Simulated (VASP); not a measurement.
# Ir (Fm-3m) in VASP: further runs

Runs on Ir. Level: PBE. Tasks: relaxation of cell and atoms, single point.

All numbers are computed with VASP 6.6.1; they aren't measurements. Logs are shortened: lines on timing, memory, paths and dates and some standing lists are left out, and cuts for length are marked.

## Step 1: The cell of the first run

The structure is cubic, space group Fm-3m (No. 225). The conventional cell has a = 3.876 Å, b = 3.876 Å, c = 3.876 Å, α = 90.00°, β = 90.00°, γ = 90.00°. Within 3.6 Å of Ir (site symmetry m-3m) lie 12 Ir at 2.74 Å.

## Step 2: Relaxation of cell and atoms, PBE

Input file INCAR:

```
  PREC = Accurate
  ENCUT = 600
  EDIFF = 1E-6
  ISMEAR = 0
  SIGMA = 0.1
  LREAL = F
  LASPH = T
  NELM = 60
  ALGO = Fast
  ISIF = 3
  LWAVE = F
  LCHARG = F
  GGA = PE
  IBRION = 2
  NSW = 100
  EDIFFG = -0.005
```

Input file KPOINTS:

```
Automatic mesh
0
Gamma
  18 18 18
```

Input file POSCAR:

```
Ir
1.0
    0.0000000000      1.9379712976      1.9379712976
    1.9379712976      0.0000000000      1.9379712976
    1.9379712976      1.9379712976      0.0000000000
Ir
1
Direct
    0.0000000000      0.0000000000      0.0000000000
```

Potentials or basis: VASP PAW PBE potentials, release 64 (Ir).

Started as:

```sh
$ cat potpaw_PBE.64/Ir/POTCAR > POTCAR
$ mpirun -np 1 vasp_std > vasp.out
```

OUTCAR:

```text
PREC = Accurate
   ENCUT = 600
   EDIFF = 1E-6
   ISMEAR = 0
   LREAL = F
   LASPH = T
   NELM = 60
   ISIF = 3
   GGA = PE
   IBRION = 2
   NSW = 100
   EDIFFG = -0.005

 ion  position               nearest neighbor table
   1  0.000  0.000  0.000-

  LATTYP: Found a face centered cubic cell.
 ALAT       =     3.8759425952

  Lattice vectors:

 A1 = (   0.0000000000,   1.9379712976,   1.9379712976)
 A2 = (   1.9379712976,   0.0000000000,   1.9379712976)
 A3 = (   1.9379712976,   1.9379712976,   0.0000000000)

Analysis of symmetry for initial positions (statically):
=====================================================================
 Subroutine PRICEL returns:
 Original cell was already a primitive cell.

 Routine SETGRP: Setting up the symmetry group for a
 face centered cubic supercell.

 Subroutine GETGRP returns: Found 48 space group operations
 (whereof 48 operations were pure point group operations)
 out of a pool of 48 trial point group operations.

The static configuration has the point symmetry O_h .

Analysis of symmetry for dynamics (positions and initial velocities):
=====================================================================
 Subroutine PRICEL returns:
 Original cell was already a primitive cell.

 Routine SETGRP: Setting up the symmetry group for a
 face centered cubic supercell.

 Subroutine GETGRP returns: Found 48 space group operations
 (whereof 48 operations were pure point group operations)
 out of a pool of 48 trial point group operations.

The dynamic configuration has the point symmetry O_h .

 Subroutine INISYM returns: Found 48 space group operations
 (whereof 48 operations are pure point group operations),
 and found     1 'primitive' translations

----------------------------------------------------------------------------------------

                                     Primitive cell

  volume of cell :      14.5570

  direct lattice vectors                    reciprocal lattice vectors
     0.000000000  1.937971298  1.937971298    -0.258001757  0.258001757  0.258001757
     1.937971298  0.000000000  1.937971298     0.258001757 -0.258001757  0.258001757
     1.937971298  1.937971298  0.000000000     0.258001757  0.258001757 -0.258001757

  length of vectors
     2.740705293  2.740705293  2.740705293     0.446872152  0.446872152  0.446872152

  position of ions in fractional coordinates (direct lattice)
     0.000000000  0.000000000  0.000000000

  ion indices of the primitive-cell ions
   primitive index   ion index
                 1           1

----------------------------------------------------------------------------------------

 KPOINTS: Automatic mesh

Automatic generation of k-mesh.
 Grid dimensions read from file:
 generate k-points for:   18   18   18

 Generating k-lattice:

  Cartesian coordinates                     Fractional coordinates (reciprocal lattice)
    -0.014333431  0.014333431  0.014333431     0.055555556  0.000000000  0.000000000
     0.014333431 -0.014333431  0.014333431     0.000000000  0.055555556  0.000000000
     0.014333431  0.014333431 -0.014333431     0.000000000  0.000000000  0.055555556

  Length of vectors
     0.024826231  0.024826231  0.024826231

  Shift w.r.t. Gamma in fractional coordinates (k-lattice)
     0.000000000  0.000000000  0.000000000

 Subroutine IBZKPT returns following result:
 ===========================================

 Found    195 irreducible k-points:

 Following reciprocal coordinates:
            Coordinates               Weight
  0.000000  0.000000  0.000000      1.000000
  0.055556  0.000000  0.000000      8.000000
  0.111111  0.000000  0.000000      8.000000
  0.166667  0.000000  0.000000      8.000000
  0.222222  0.000000  0.000000      8.000000
  0.277778  0.000000  0.000000      8.000000
[... 16 lines left out ...]
 -0.277778  0.055556  0.000000     24.000000
 -0.222222  0.055556  0.000000     24.000000
 [... further k-points ...]
   k-points           NKPTS =    195   k-points in BZ     NKDIM =    195   number of bands    NBANDS=      8
   number of dos      NEDOS =    301   number of ions     NIONS =      1
   total plane-waves  NPLWV =  13824
   dimension x,y,z NGX =    24 NGY =   24 NGZ =   24
   dimension x,y,z NGXF=    48 NGYF=   48 NGZF=   48
   ions per type =               1
   NGX,Y,Z   is equivalent  to a cutoff of  14.56, 14.56, 14.56 a.u.
   NGXF,Y,Z  is equivalent  to a cutoff of  29.12, 29.12, 29.12 a.u.
 SYSTEM =  unknown system
   PREC   = accura    normal or accurate (medium, high low for compatibility)
   ISTART =      0    job   : 0-new  1-cont  2-samecut
   ICHARG =      2    charge: 1-file 2-atom 10-const
   ISPIN  =      1    spin polarized calculation?
   LNONCOLLINEAR =      F non collinear calculations
   LSORBIT =      F    spin-orbit coupling
   LASPH  =      T    aspherical Exc in radial PAW
   ENCUT  =  600.0 eV  44.10 Ry    6.64 a.u.   5.47  5.47  5.47*2*pi/ulx,y,z
   NELM   =     60;   NELMIN=  2; NELMDL= -5     # of ELM steps
   EDIFF  = 0.1E-05   stopping-criterion for ELM
   LREAL  =      F    real-space projection
   EDIFFG = -.5E-02   stopping-criterion for IOM
   NSW    =    100    number of steps for IOM
   IBRION =      2    ionic relax: 0-MD 1-quasi-New 2-CG
   NFREE  =      1    steps in history (QN), initial steepest desc. (CG)
   ISIF   =      3    stress and relaxation
   ISYM   =      2    0-nonsym 1-usesym 2-fastsym
   POTIM  = 0.5000    time-step for ionic-motion
   TEBEG  =    0.0;   TEEND  =   0.0 temperature during run
   PSTRESS=    0.0 pullay stress
   NELECT =       9.0000    total number of electrons
   NUPDOWN=      -1.0000    fix difference up-down
   EMIN   =  10.00;   EMAX   =-10.00  energy-range for DOS
   EFERMI =   0.00;   METHOD = LEGACY
   ISMEAR =     0;   SIGMA  =   0.10  broadening in eV -4-tet -1-fermi 0-gaus
   EFERMI_NEDOS =   21; number of points for ismear=-14 and -15
   IALGO  =     68    algorithm
   IMIX   =      4    mixing-type and parameters
     AMIX     =   0.40;   BMIX     =  1.00
     AMIX_MAG =   1.60;   BMIX_MAG =  1.00
  volume/ion in A,a.u.               =      14.56        98.24
  Fermi-wavevector in a.u.,A,eV,Ry     =   1.394649  2.635505 26.463964  1.945047
  Thomas-Fermi vector in A             =   2.518178
   LORBIT       =      0    0 simple, 1 ext, 2 COOP (PROOUT), +10 PAW based schemes
   GGA     = PE    functional components
   LHFCALC =     F    Hartree Fock is set to
   AEXX    =    0.0000 exact exchange contribution
   IVDW    =     0    specifies the selected vdW correction
   LEPSILON=     F    determine dielectric tensor
   LRPA    =     F    only Hartree local field effects (RPA)
 conjugate gradient relaxation of ions
 non-spin polarized calculation
 RMM-DIIS sequential band-by-band and
 Gauss-broadening in eV      SIGMA  =   0.10
  energy-cutoff  :      600.00
  volume of cell :       14.56
 maximum number of plane-waves:       531
 NGX is ok and might be reduce to    24
   NGX = 11   NGY = 11   NGZ = 11

--------------------------------------- Ionic step        1  -------------------------------------------

 number of electron       9.0000000 magnetization

 Free energy of the ion-electron system (eV)
  ---------------------------------------------------
  ext. energy  EPLUGINS =         0.00000000
  ---------------------------------------------------
  free energy    TOTEN  =        -8.85391067 eV

  energy without entropy =       -8.84850496  energy(sigma->0) =       -8.85120781

------------------------ aborting loop because EDIFF is reached ----------------------------------------

  FORCE on cell =-STRESS in cart. coord.  units (eV):
  Direction    XX          YY          ZZ          XY          YZ          ZX
  --------------------------------------------------------------------------------------
  -------------------------------------------------------------------------------------
  Total       -0.0840440     -0.0840440     -0.0840440      0.0000000      0.0000000      0.0000000
  in kB       -9.2500718     -9.2500718     -9.2500718      0.0000000      0.0000000      0.0000000
  external PRESSURE =      -9.2500718 kB  Pullay stress =       0.0000000 kB
[... 20 lines left out ...]
  energy  without entropy=       -8.8485049552  energy(sigma->0) =       -8.85120781

--------------------------------------- Ionic step        2  -------------------------------------------

 number of electron       9.0000000 magnetization

 E-fermi :  10.1562     XC(G=0): -13.8906

 val. band max:       10.1528188151   @ k =   0.5000   0.2222   0.1111
 cond. band min:      10.1610899453   @ k =   0.3333   0.1111   0.0556
 fundamental gap:      0.0082711302
 Fermi energy:        10.1561627928

 k-point     1 :       0.0000    0.0000    0.0000
  band No.  band energies     occupation
      1      -0.8196      2.00000
      2       6.3344      2.00000
      3       6.3344      2.00000
      4       6.3344      2.00000
      5       8.9538      2.00000
      6       8.9538      2.00000
      7      24.4811      0.00000
      8      29.9700      0.00000
[... 285 lines left out ...]
  energy  without entropy=       -8.8472398538  energy(sigma->0) =       -8.84987810

--------------------------------------- Ionic step        3  -------------------------------------------

 number of electron       9.0000000 magnetization

 Free energy of the ion-electron system (eV)
  ---------------------------------------------------
  ext. energy  EPLUGINS =         0.00000000
  ---------------------------------------------------
  free energy    TOTEN  =        -8.85401068 eV

  energy without entropy =       -8.84863259  energy(sigma->0) =       -8.85132164

 E-fermi :   9.9913     XC(G=0): -13.8335

 val. band max:        9.9886751407   @ k =   0.5000   0.2222   0.1111
 cond. band min:       9.9956236577   @ k =   0.3333   0.1111   0.0556
 fundamental gap:      0.0069485170
 Fermi energy:         9.9912864526

 k-point     1 :       0.0000    0.0000    0.0000
  band No.  band energies     occupation
      1      -0.8808      2.00000
      2       6.2265      2.00000
      3       6.2265      2.00000
      4       6.2265      2.00000
      5       8.8059      2.00000
      6       8.8059      2.00000
      7      24.3346      0.00000
      8      29.7667      0.00000
[... 281 lines left out ...]
  FREE ENERGIE OF THE ION-ELECTRON SYSTEM (eV)
  ---------------------------------------------------
  free  energy   TOTEN  =        -8.8540106799 eV

  energy  without entropy=       -8.8486325914  energy(sigma->0) =       -8.85132164

 reached required accuracy - stopping structural energy minimisation
```

Wall time 27 s (1 thread of Intel Xeon 6975P-C (Granite Rapids), shared host); peak memory 0.17 GiB.

Results:

- Free energy: -8.8540 eV
- Relaxed volume: 14.52 Å³/atom
- Relaxed cell: a = 2.738 Å, b = 2.738 Å, c = 2.738 Å, α = 60.00°, β = 60.00°, γ = 60.00°
- Space group after relaxing (to 0.05 Å): Fm-3m (No. 225)
- Energy gained by relaxing: 0.1 meV/atom
- Ionic steps: 3
- Pressure after relaxing: 0.0 GPa

The path:
| step | energy change (eV) | largest force (eV/Å) | pressure (GPa) | volume (Å³) |
| --- | --- | --- | --- | --- |
| 1 | 0.0000 | 0.0000 | -0.93 | 14.56 |
| 2 | 0.0014 | 0.0000 | 3.49 | 14.38 |
| 3 | -0.0001 | 0.0000 | -0.05 | 14.52 |

Final structure:
```
CELL_PARAMETERS angstrom
0.00000 1.93631 1.93631
1.93631 0.00000 1.93631
1.93631 1.93631 0.00000
ATOMIC_POSITIONS crystal
Ir 0.00000 0.00000 0.00000
```

Levels at points of the mesh, in eV from the Fermi level:
```csv
k point,band 1,band 2,band 3,band 4,band 5,band 6,band 7,band 8
"(0.00, 0.00, 0.00)",-10.87,-3.76,-3.76,-3.76,-1.19,-1.19,14.34,19.78
"(0.50, 0.00, 0.00)",-7.86,-3.86,-3.86,-0.72,0.82,0.82,6.97,13.88
"(0.50, 0.50, 0.00)",-7.65,-7.09,0.79,1.37,1.37,1.67,10.13,11.56
```

Caveat: spin-orbit coupling is left out, which moves the levels of the heavy elements.

## Step 3: Relaxation of cell and atoms, PBE

This run uses another cell than the first one, of 14.50 Å³/atom, 0.996 times its volume.

Input file INCAR:

```
SYSTEM = Ir
PREC = Accurate
ENCUT = 600
EDIFF = 1E-7
ISMEAR = -1
SIGMA = 0.15
LREAL = .False.
LASPH = .True.
NELM = 80
ALGO = Normal
ISIF = 3
LWAVE = .False.
LCHARG = .False.
GGA = PE
IBRION = 2
NSW = 80
EDIFFG = -0.001
```

Input file KPOINTS:

```
Automatic mesh
0
Gamma
  20 20 20
  0 0 0
```

Input file POSCAR:

```
Ir
1.0
    0.0000000000      1.9353284930      1.9353284930
    1.9353284930      0.0000000000      1.9353284930
    1.9353284930      1.9353284930      0.0000000000
Ir
1
Direct
    0.0000000000      0.0000000000      0.0000000000
```

Potentials or basis: VASP PAW PBE potentials, release 64 (Ir).

Started as:

```sh
$ cat potpaw_PBE.64/Ir/POTCAR > POTCAR
$ mpirun -np 1 vasp_std > vasp.out
```

Wall time 35 s (1 thread of Intel Xeon 6975P-C (Granite Rapids), shared host); peak memory 0.18 GiB.

It converged, with:

```
Free energy                            : -8.8865 eV
Relaxed volume                         : 14.55 Å³/atom
Relaxed cell                           : a = 2.740 Å, b = 2.740 Å, c = 2.740 Å, α = 60.00°, β = 60.00°, γ = 60.00°
Space group after relaxing (to 0.05 Å) : Fm-3m (No. 225)
Energy gained by relaxing              : 0.2 meV/atom
Ionic steps                            : 6
Pressure after relaxing                : 0.0 GPa
```

Step by step:
```
step  energy change (eV)  largest force (eV/Å)  pressure (GPa)  volume (Å³)
   1              0.0000                0.0000            1.22        14.50
   2              0.0022                0.0000           -4.15        14.73
   3             -0.0002                0.0000            0.01        14.55
   4             -0.0002                0.0000           -0.01        14.55
   5             -0.0002                0.0000            0.04        14.55
   6             -0.0002                0.0000            0.00        14.55
```

Final structure:
```
Ir
1.0
     0.00000    1.93759    1.93759
     1.93759    0.00000    1.93759
     1.93759    1.93759    0.00000
Ir
1
Cartesian
  0.0000 0.0000 0.0000
```

Levels at points of the mesh, in eV from the Fermi level:
```tsv
k point	band 2	band 3	band 4	band 5	band 6	band 7
(0.00, 0.00, 0.00)	-3.68	-3.68	-3.68	-1.11	-1.11	14.41
(0.50, 0.00, 0.00)	-3.78	-3.78	-0.65	0.89	0.89	7.02
(0.50, 0.50, 0.00)	-7.00	0.85	1.44	1.44	1.74	10.17
```

Caveat: spin-orbit coupling is left out, which moves the levels of the heavy elements.

## Step 4: Single point, PBE

This run uses another cell than the first one, of 14.50 Å³/atom, 0.996 times its volume.

Input file INCAR:

```
PREC = Accurate
ENCUT = 520
EDIFF = 1E-7
ISMEAR = 0
SIGMA = 0.15
LREAL = F
LASPH = T
NELM = 80
ALGO = Normal
ISIF = 2
LWAVE = F
LCHARG = T
GGA = PE
LELF = T
LVHAR = T
NBANDS = 10
```

Input file KPOINTS:

```
regular mesh
0
Gamma
  16 16 16
```

Input file POSCAR:

```
Ir
1.0
    0.0000000000      1.9353284929      1.9353284929
    1.9353284929      0.0000000000      1.9353284929
    1.9353284929      1.9353284929      0.0000000000
Ir
1
Direct
    0.0000000000      0.0000000000      0.0000000000
```

Started as:

```sh
$ cat potpaw_PBE.64/Ir/POTCAR > POTCAR
$ mpirun -np 1 vasp_std > vasp.out
```

Run time: 9.4 s. Hardware: 1 thread of Intel Xeon 6975P-C (Granite Rapids), shared host; peak memory 0.14 GiB.

Results (log left out):

```yaml
Free_energy: -8.8483 eV
Pressure: 0.8 GPa
```

Levels at points of the mesh, in eV from the Fermi level:
| k point | band 2 | band 3 | band 4 | band 5 | band 6 | band 7 |
| --- | --- | --- | --- | --- | --- | --- |
| (0.00, 0.00, 0.00) | -3.74 | -3.74 | -3.74 | -1.15 | -1.15 | 14.37 |
| (0.50, 0.00, 0.00) | -3.83 | -3.83 | -0.69 | 0.86 | 0.86 | 7.02 |
| (0.50, 0.50, 0.00) | -7.07 | 0.83 | 1.42 | 1.42 | 1.71 | 10.19 |

Caveat: spin-orbit coupling is left out, which moves the levels of the heavy elements.

## Step 5: Single point, PBE

This run uses another cell than the first one, of 14.50 Å³/atom, 0.996 times its volume.

Input file INCAR:

```
PREC = Accurate
ENCUT = 520
EDIFF = 1E-6
ISMEAR = 0
SIGMA = 0.1
LREAL = F
LASPH = T
NELM = 100
ALGO = Normal
ISIF = 2
LWAVE = F
LCHARG = F
GGA = PE
NBANDS = 10
```

Input file KPOINTS:

```
Automatic mesh
0
Gamma
  18 18 18
```

POSCAR is that of step 4.

Started as:

```sh
$ cat potpaw_PBE.64/Ir/POTCAR > POTCAR
$ mpirun -np 1 vasp_std > vasp.out
```

Wall time 11 s (1 thread of Intel Xeon 6975P-C (Granite Rapids), shared host); peak memory 0.14 GiB.

The run converged. Its results:

```
Free energy : -8.8538 eV
Pressure    : 0.5 GPa
```

Levels at points of the mesh, in eV from the Fermi level:
```csv
k point,band 2,band 3,band 4,band 5,band 6,band 7
"(0.00, 0.00, 0.00)",-3.77,-3.77,-3.77,-1.19,-1.19,14.34
"(0.50, 0.00, 0.00)",-3.87,-3.87,-0.73,0.82,0.82,6.99
"(0.50, 0.50, 0.00)",-7.11,0.79,1.38,1.38,1.67,10.15
```

Caveat: spin-orbit coupling is left out, which moves the levels of the heavy elements.

## Step 6: The runs side by side

```csv
task,cell,k mesh,cutoff (eV),smearing,gap on the mesh (eV),pressure (GPa),relaxed volume (Å³/atom)
relaxation of cell and atoms,"relaxed from a = 2.741 Å, angles 60.0°, 1 atom",18 × 18 × 18,600,gaussian 0.1 eV,none,0.0,14.52
relaxation of cell and atoms,"relaxed from a = 2.737 Å, angles 60.0°, 1 atom",20 × 20 × 20,600,fermi-dirac 0.15 eV,none,0.0,14.55
single point,"a = 2.737 Å, angles 60.0°, 1 atom",16 × 16 × 16,520,gaussian 0.15 eV,none,0.8,-
single point,"a = 2.737 Å, angles 60.0°, 1 atom",18 × 18 × 18,520,gaussian 0.1 eV,none,0.5,-
```

Alike in all rows: level PBE; potentials or basis VASP PAW PBE potentials, release 64 (Ir); no spin polarisation.

Caveats: spin-orbit coupling is left out, which moves the levels of the heavy elements.

Total energies depend on the potentials used, so only differences within one code and one set of settings carry meaning.
